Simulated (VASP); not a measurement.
Write the native input for VASP 6.6.1 that does the following.

| Quantity | Value |
| --- | --- |
| Task | single point |
| Functional | PBE |
| Potentials or basis | VASP PAW PBE potentials, release 64 (Mg, Ni, Te) |
| Cutoff | 600 eV |
| k mesh | 6 × 6 × 2 |
| Occupations | gaussian, width 0.2 eV |
| Spin | no spin polarisation |
| Dipole correction | no |
| Further INCAR settings | ALGO = Normal; EDIFF = 1e-06; NBANDS = 38 |

The structure of MgNi3Te4 lies in POSCAR:

```
MgNi3Te4
1.0
    4.1052683473     -0.0027733050     -0.0019997643
   -2.0551202288      3.5543795838      0.0018923898
   -0.0059958329      0.0031861008     11.2156994140
Mg Ni Te
1 3 4
Direct
   -0.0000094356      0.0004045347     -0.0000243184
    0.0000966123     -0.0009192069      0.4999710275
    0.0000325535     -0.0000273354      0.2618273678
   -0.0002176580      0.0005914770      0.7381168751
    0.3333282147      0.6669323370      0.1553130448
    0.3334781840      0.6663742752      0.6125532275
    0.6666940727      0.3331307939      0.3874924635
    0.6665974564      0.3335131244      0.8447503122
```

One way to write it, as run:

INCAR

```
SYSTEM = MgNi3Te4
PREC = Accurate
ENCUT = 600
EDIFF = 1E-6
ISMEAR = 0
SIGMA = 0.2
LREAL = .False.
LASPH = .True.
NELM = 120
ALGO = Normal
ISIF = 2
LWAVE = .False.
LCHARG = .False.
GGA = PE
NBANDS = 38
GGA_COMPAT = .False.
```

KPOINTS

```
Automatic mesh
0
Gamma
  6 6 2
  0 0 0
```

Potentials or basis: VASP PAW PBE potentials, release 64 (Mg, Ni, Te).

Launch:

```sh
$ cat potpaw_PBE.64/Mg/POTCAR potpaw_PBE.64/Ni/POTCAR potpaw_PBE.64/Te/POTCAR > POTCAR
$ mpirun -np 1 vasp_std > vasp.out
```

Results of the run:

```yaml
Pressure: 0.0 GPa
Largest_force: 0.007 eV/Å
Band_gap_on_the_k_mesh: zero (bands 28 and 29 overlap by 1.24 eV)
```

Caveat: spin-orbit coupling is left out, which moves the levels of the heavy elements.

It took 14 min on 1 thread of Oxide Virtual Turin-like Processor, with other jobs on the host, peak memory 0.48 GiB.
